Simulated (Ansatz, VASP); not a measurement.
# Rb2Cr: VASP beside Ansatz

INCAR

```
SYSTEM = Rb2Cr
PREC = Accurate
ENCUT = 520
EDIFF = 1E-7
ISMEAR = 0
SIGMA = 0.1
LREAL = .FALSE.
LASPH = .TRUE.
NELM = 150
ALGO = Normal
ISIF = 2
LWAVE = .FALSE.
LCHARG = .TRUE.
ISPIN = 2
MAGMOM = 0 0 0 0 3 3
LORBIT = 11
LMAXMIX = 4
GGA = PE
LELF = .TRUE.
LVHAR = .TRUE.
NBANDS = 43
```

KPOINTS

```
regular mesh
0
G
  4 4 4
  0 0 0
```

POSCAR

```
Rb2Cr
1.0
    5.1826192345      0.0000000000      0.0000000000
    0.0000000000      5.1826192345      0.0000000000
    0.0000000000      0.0000000000      7.4609771077
Rb Cr
4 2
Direct
    0.0000000000      0.5000000000      0.2030000000
    0.0000000000      0.5000000000      0.7030000000
    0.5000000000      0.0000000000      0.2970000000
    0.5000000000      0.0000000000      0.7970000000
    0.0000000000      0.0000000000      0.0000000000
    0.5000000000      0.5000000000      0.5000000000
```

Input for Ansatz:

```yaml
crystal:
  lattice:
    - [5.1826192345, 0.0, 0.0]
    - [0.0, 5.1826192345, 0.0]
    - [0.0, 0.0, 7.4609771077]
  atoms:
    - { symbol: Rb, position: [0.0, 0.5, 0.203] }
    - { symbol: Rb, position: [0.0, 0.5, 0.703] }
    - { symbol: Rb, position: [0.5, 0.0, 0.297] }
    - { symbol: Rb, position: [0.5, 0.0, 0.797] }
    - { symbol: Cr, position: [0.0, 0.0, 0.0], spin: 3.0 }
    - { symbol: Cr, position: [0.5, 0.5, 0.5], spin: 3.0 }
basis:
  ecutwfc: 420
kpoints:
  mp_grid: { grid: [4, 4, 4] }
hamiltonian:
  xc: pbe
scf:
  occupations: { method: gaussian, width: 0.1 }
  lower_state_search: "off"
output:
  forces: true
  stress: true
  eigenvalues: true
  populations: true
magnetization:
  spin_polarized: true
```

Alike in both runs: task single point; functional PBE; k mesh 4 × 4 × 4; occupations gaussian, width 0.1 eV; collinear spin.

|  | VASP | Ansatz |
| --- | --- | --- |
| version | VASP 6.6.1 | Ansatz 0.2.0 |
| potentials or method | VASP PAW PBE potentials, release 64 (Rb_sv, Cr_pv), cutoff 520 eV | scalar-relativistic, plane waves, PAW |
| valence electrons in the cell | 60 | 64 |

Ansatz gave:

| Item | Value |
| --- | --- |
| gap on the k mesh at the Fermi level (eV) | none |
| pressure (GPa) | 10.6 |
| traceless stress, the component that is largest in VASP (GPa) | -0.60 |
| rms of the force components (eV/Å) | 0.196 |
| net moment per atom (μB) | 1.83 |
| size of the moment on the site where the two differ most (μB) | 4.35 |

Q: What did VASP give for the same quantities?

A: gap on the k mesh at the Fermi level (eV): none; pressure (GPa): 10.7; traceless stress, the component that is largest in VASP (GPa): -0.61; rms of the force components (eV/Å): 0.197; net moment per atom (μB): 1.83; size of the moment on the site where the two differ most (μB): 4.24.

Site moments also hang on the region over which each program counts them. Atom by atom the forces differ by 0.002 eV/Å (rms over components). A gap of «none» marks a metal or a gap that the smearing closes. With one functional, cell and mesh, what is left measures potentials, basis and numerics. VASP's potentials hold 60 valence electrons a cell and Ansatz's 64, so a difference there can come from the potentials and not from the codes.
